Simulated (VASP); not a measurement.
# LiCl in VASP: further runs, part 2 of 2

VASP 6.6.1. Earlier steps stand in the parts before.

### 4 Single point, r2SCAN (uniaxial z strain +5.1%)

POSCAR

```
LiCl
1.0
    0.0000000000      2.7330425468      2.8727010210
    2.7330425468      0.0000000000      2.8727010210
    2.7330425468      2.7330425468      0.0000000000
Li Cl
1 1
Direct
    0.0000000000      0.0000000000      0.0000000000
    0.2500000000      0.2500000000      0.2500000000
```

INCAR.step1

```
ALGO     = Normal         # electronic algorithm
EDIFF    = 1E-4           # SCF threshold, eV
ENCUT    = 520            # plane-wave cutoff, eV
GGA      = PE             # functional
ISMEAR   = 0              # smearing method
LASPH    = T              # aspherical terms in the spheres
LCHARG   = F              # write CHGCAR
LREAL    = F              # projectors in reciprocal space
LWAVE    = T              # write WAVECAR
NBANDS   = 12             # bands
NELM     = 100            # most SCF steps
PREC     = Accurate       # precision mode
SIGMA    = 0.01           # smearing width, eV
```

INCAR.step2

```
ALGO     = Normal         # electronic algorithm
EDIFF    = 1E-6           # SCF threshold, eV
ENCUT    = 520            # plane-wave cutoff, eV
ISIF     = 2              # what is computed and relaxed
ISMEAR   = 0              # smearing method
ISTART   = 1            
LASPH    = T              # aspherical terms in the spheres
LCHARG   = F              # write CHGCAR
LMIXTAU  = T            
LREAL    = F              # projectors in reciprocal space
LWAVE    = F              # write WAVECAR
METAGGA  = R2SCAN         # meta-GGA
NBANDS   = 12             # bands
NELM     = 100            # most SCF steps
PREC     = Accurate       # precision mode
SIGMA    = 0.01           # smearing width, eV
```

KPOINTS

```
k-points
0
Gamma
  8 8 8
```

Potentials or basis: VASP PAW PBE potentials, release 64 (Li_sv, Cl).

Started as:

```bash
> cat potpaw_PBE.64/Li_sv/POTCAR potpaw_PBE.64/Cl/POTCAR > POTCAR
> cp INCAR.step1 INCAR
> mpirun -np 1 vasp_std > vasp.out
> cp INCAR.step2 INCAR
> mpirun -np 1 vasp_std > vasp.out
```

OUTCAR:

```text
EDIFF = 1E-6
   ENCUT = 520
   ISIF = 2
   ISMEAR = 0
   ISTART = 1
   LASPH = T
   LREAL = F
   METAGGA = R2SCAN
   NELM = 100
   PREC = Accurate

 ion  position               nearest neighbor table
   1  0.000  0.000  0.000-   2 2.41   2 2.41   2 2.41   2 2.41
   2  0.250  0.250  0.250-   1 2.41   1 2.41   1 2.41   1 2.41

  LATTYP: Found a body centered tetragonal cell.
 ALAT       =     3.8651058362
 C/A-ratio  =     1.4864798754

  Lattice vectors:

 A1 = (  -2.7330425468,   0.0000000000,   2.8727010210)
 A2 = (   2.7330425468,   0.0000000000,   2.8727010210)
 A3 = (   0.0000000000,   2.7330425468,  -2.8727010210)

Analysis of symmetry for initial positions (statically):
=====================================================================
 Subroutine PRICEL returns:
 Original cell was already a primitive cell.

 Routine SETGRP: Setting up the symmetry group for a
 body centered tetragonal supercell.

 Subroutine GETGRP returns: Found  8 space group operations
 (whereof  8 operations were pure point group operations)
 out of a pool of 16 trial point group operations.

The static configuration has the point symmetry D_2d.

Analysis of symmetry for dynamics (positions and initial velocities):
[... 167 lines left out ...]
 k-point     1 :       0.0000    0.0000    0.0000
  band No.  band energies     occupation
      1     -46.0799      2.00000
      2     -15.0264      2.00000
      3      -1.9025      2.00000
      4      -1.8018      2.00000
      5      -1.8018      2.00000
      6       4.7430      0.00000
      7       9.1232      0.00000
      8       9.1784      0.00000
      9       9.1786      0.00000
     10      12.8890      0.00000
     11      13.7398      0.00000
     12      15.7869      0.00000
[... 331 lines left out ...]
 k-point    24 :       0.3750   -0.0000    0.1250
  band No.  band energies     occupation
      1     -46.0789      2.00000
      2     -14.8032      2.00000
      3      -3.2941      2.00000
      4      -2.2402      2.00000
      5      -2.1033      2.00000
      6       6.6859      0.00000
      7       8.9549      0.00000
      8       9.5925      0.00000
      9       9.8883      0.00000
     10      12.3846      0.00000
     11      14.3208      0.00000
     12      15.7416      0.00000

 [... further k-points ...]
[... 5 lines left out ...]
  --------------------------------------------------------------------------------------
  -------------------------------------------------------------------------------------
  Total       -0.3374835     -0.3374835     -0.4945839      0.0000000      0.0000000      0.0000000
  in kB      -12.5994004    -12.5994004    -18.4644905      0.0000000      0.0000000      0.0000000
  external PRESSURE =     -14.5544304 kB  Pullay stress =       0.0000000 kB

 VOLUME and BASIS-vectors are now :
 -----------------------------------------------------------------------------
  energy-cutoff  :      520.00
  volume of cell :       42.92
      direct lattice vectors                 reciprocal lattice vectors
     0.000000000  2.733042547  2.872701021    -0.182946292  0.182946292  0.174052223
     2.733042547  0.000000000  2.872701021     0.182946292 -0.182946292  0.174052223
     2.733042547  2.733042547  0.000000000     0.182946292  0.182946292 -0.174052223

 POSITION                                       TOTAL-FORCE (eV/Angst)
 -----------------------------------------------------------------------------------
      0.00000      0.00000      0.00000        -0.000000     -0.000000      0.000000
      1.36652      1.36652      1.43635         0.000000      0.000000     -0.000000
 -----------------------------------------------------------------------------------
    total drift:                               -0.000000     -0.000000      0.000000

  FREE ENERGIE OF THE ION-ELECTRON SYSTEM (eV)
  ---------------------------------------------------
  free  energy   TOTEN  =       -12.5644058364 eV

  energy  without entropy=      -12.5644058364  energy(sigma->0) =      -12.56440584
```

OUTCAR.step1:

```text
EDIFF = 1E-4
   ENCUT = 520
   GGA = PE
   ISMEAR = 0
   LASPH = T
[... 582 lines left out ...]
 -----------------------------------------------------------------------------------
      0.00000      0.00000      0.00000         0.000000      0.000000      0.000000
      1.36652      1.36652      1.43635        -0.000000     -0.000000     -0.000000
 -----------------------------------------------------------------------------------
    total drift:                               -0.000001     -0.000001     -0.000001

  FREE ENERGIE OF THE ION-ELECTRON SYSTEM (eV)
  ---------------------------------------------------
  free  energy   TOTEN  =        -7.4231042483 eV

  energy  without entropy=       -7.4231042483  energy(sigma->0) =       -7.42310425
```

Run time: 63 s. Hardware: 1 thread of Intel Xeon 6975P-C (Granite Rapids), shared host; peak memory 0.17 GiB.

Results:

```
Free energy            : -12.5644 eV
Band gap on the k mesh : 6.54 eV, direct
```

Caveat: the cell differs from its parent crystal (uniaxial z strain +5.1%); the cutoff is under 1.25 times the usual one of these potentials, so pressure, stress and relaxed cells hold a basis-set (Pulay) error; the PAW data sets were made with another functional, which shifts forces and pressure a little.

### 5 Single point, r2SCAN (strain along [111] -2.1%)

POSCAR

```
LiCl
1.0
   -0.0391736098      2.6938689370      2.6938689370
    2.6938689370     -0.0391736098      2.6938689370
    2.6938689370      2.6938689370     -0.0391736098
Li Cl
1 1
Direct
   -0.0014361518     -0.0014361518     -0.0014361518
    0.2514361518      0.2514361518      0.2514361518
```

INCAR.step1

```
SYSTEM = LiCl
PREC = Accurate
ENCUT = 520
ISMEAR = 0
SIGMA = 0.01
LREAL = .False.
LASPH = .True.
NELM = 80
NBANDS = 12
GGA = PE
ALGO = Normal
EDIFF = 1E-4
LWAVE = .True.
LCHARG = .False.
```

INCAR.step2

```
SYSTEM = LiCl
PREC = Accurate
ENCUT = 520
EDIFF = 1E-7
ISMEAR = 0
SIGMA = 0.01
LREAL = .False.
LASPH = .True.
NELM = 80
ALGO = Normal
ISIF = 2
LWAVE = .False.
LCHARG = .True.
METAGGA = R2SCAN
LMIXTAU = .True.
LELF = .True.
LVHAR = .True.
NBANDS = 12
ISTART = 1
```

KPOINTS

```
Automatic mesh
0
Gamma
  8 8 8
  0 0 0
```

Started as:

```bash
> cat potpaw_PBE.64/Li_sv/POTCAR potpaw_PBE.64/Cl/POTCAR > POTCAR
> cp INCAR.step1 INCAR
> mpirun -np 1 vasp_std > vasp.out
> cp INCAR.step2 INCAR
> mpirun -np 1 vasp_std > vasp.out
```

Wall time 54 s (1 thread of Intel Xeon 6975P-C (Granite Rapids), shared host); peak memory 0.17 GiB.

Results (log left out):

- Free energy: -12.5764 eV
- Largest force: 0.014 eV/Å
- Band gap on the k mesh: 6.79 eV, direct

Forces on the atoms (eV/Å):
```
Li   0.008  0.008  0.008
Cl  -0.008 -0.008 -0.008
```

Levels at points of the mesh, in eV from the valence-band top:
```tsv
k point	band 1	band 2	band 3	band 4	band 5	band 6	band 7	band 8	band 9	band 10
(0.00, 0.00, 0.00)	-44.15	-13.41	-0.09	-0.09	0.00	6.79	10.92	10.92	11.20	15.32
(0.50, 0.00, 0.00)	-44.15	-13.10	-2.18	-0.37	-0.32	9.22	11.08	11.19	11.53	16.93
(0.50, 0.50, 0.00)	-44.15	-12.99	-1.77	-0.99	-0.89	7.10	10.40	14.83	15.19	15.27
(0.50, 0.50, 0.50)	-44.15	-13.07	-2.18	-0.42	-0.42	9.21	10.97	10.97	11.57	17.21
```

Caveat: the cell differs from its parent crystal (strain along [111] -2.1%); the cutoff is under 1.25 times the usual one of these potentials, so pressure, stress and relaxed cells hold a basis-set (Pulay) error; the PAW data sets were made with another functional, which shifts forces and pressure a little.

### 6 Overview

```tsv
level	cell	smearing	gap on the mesh (eV)
PBE	a = 3.965, b = 3.965, c = 3.865 Å, angles 60.8, 60.8, 58.3°, 2 atoms	fermi-dirac 0.02 eV	5.85
PBE	a = 3.810 Å, angles 61.0°, 2 atoms	fermi-dirac 0.02 eV	6.07
r2SCAN	a = 3.965, b = 3.965, c = 3.865 Å, angles 60.8, 60.8, 58.3°, 2 atoms	gaussian 0.01 eV	6.54
r2SCAN	a = 3.810 Å, angles 61.0°, 2 atoms	gaussian 0.01 eV	6.79
```

Alike in all rows: task single point; potentials or basis VASP PAW PBE potentials, release 64 (Li_sv, Cl); no spin polarisation; k mesh 8 × 8 × 8; cutoff (eV) 520.

Caveats: the cutoff is under 1.25 times the usual one of these potentials, so pressure, stress and relaxed cells hold a basis-set (Pulay) error; the PAW data sets were made with another functional, which shifts forces and pressure a little (some runs).

Absolute energies hang on the potentials; compare differences alone.
